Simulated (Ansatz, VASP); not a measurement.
**Two plane-wave programs on CdSe**

File POSCAR:

```
CdSe
1.0
    0.0000000000      3.0702710000      3.0702710000
    3.0702710000      0.0000000000      3.0702710000
    3.0702710000      3.0702710000      0.0000000000
Cd Se
1 1
Direct
    0.0000000000      0.0000000000      0.0000000000
    0.7500000000      0.7500000000      0.7500000000
```

File INCAR.step1:

```
PREC = Accurate
ENCUT = 400
EDIFF = 1E-5
ISMEAR = 0
SIGMA = 0.01
LREAL = False
LASPH = True
NELM = 120
ALGO = Normal
ISIF = 2
LWAVE = True
LCHARG = False
NBANDS = 16
GGA = PE
GGA_COMPAT = False
```

Contents of INCAR.step2:

```
PREC = Accurate
ENCUT = 400
EDIFF = 1E-6
ISMEAR = 0
SIGMA = 0.01
LREAL = False
LASPH = True
NELM = 120
ALGO = Normal
ISIF = 2
LWAVE = False
LCHARG = False
GGA = PE
LHFCALC = True
AEXX = 0.2
HFSCREEN = 0.20786987370883472
PRECFOCK = Normal
NBANDS = 16
ISTART = 1
GGA_COMPAT = False
```

Contents of KPOINTS:

```
regular mesh
0
Gamma
  3 3 3
```

Input for Ansatz:

```yaml
crystal:
  lattice:
    - [0.0, 3.070271, 3.070271]
    - [3.070271, 0.0, 3.070271]
    - [3.070271, 3.070271, 0.0]
  atoms:
    - { symbol: Cd, position: [0.0, 0.0, 0.0] }
    - { symbol: Se, position: [0.75, 0.75, 0.75] }
accuracy: low
basis:
  ecutwfc: 470.0
kpoints:
  mp_grid:
    grid: [3, 3, 3]
hamiltonian:
  xc:
    exchange: pbe
    correlation: pbe
    exx:
      coeff: 0.2
      omega: 0.20786987370883472
scf:
  convergence:
    dr2_threshold: 1.0e-07
  occupations:
    method: fixed
output:
  eigenvalues: true
```

Alike in both runs: task single point; functional PBE-based screened hybrid; k mesh 3 × 3 × 3; no spin polarisation.

|  | VASP | Ansatz |
| --- | --- | --- |
| version | VASP 6.6.1 | Ansatz 0.2.0 |
| potentials or method | VASP PAW PBE potentials, release 64 (Cd, Se), cutoff 400 eV | plane waves, PAW |
| occupations | gaussian, width 0.01 eV | fixed |
| valence electrons in the cell | 18 | 36 |

```csv
,VASP,Ansatz,Ansatz less VASP
gap on the k mesh at the Fermi level (eV),1.31,1.31,-0.004
```

VASP's potentials were made for PBE, not for PBE-based screened hybrid. VASP's potentials hold 18 valence electrons a cell and Ansatz's 36, so a difference there can come from the potentials and not from the codes.

The k mesh is coarse, so the values compare programs but aren't converged.
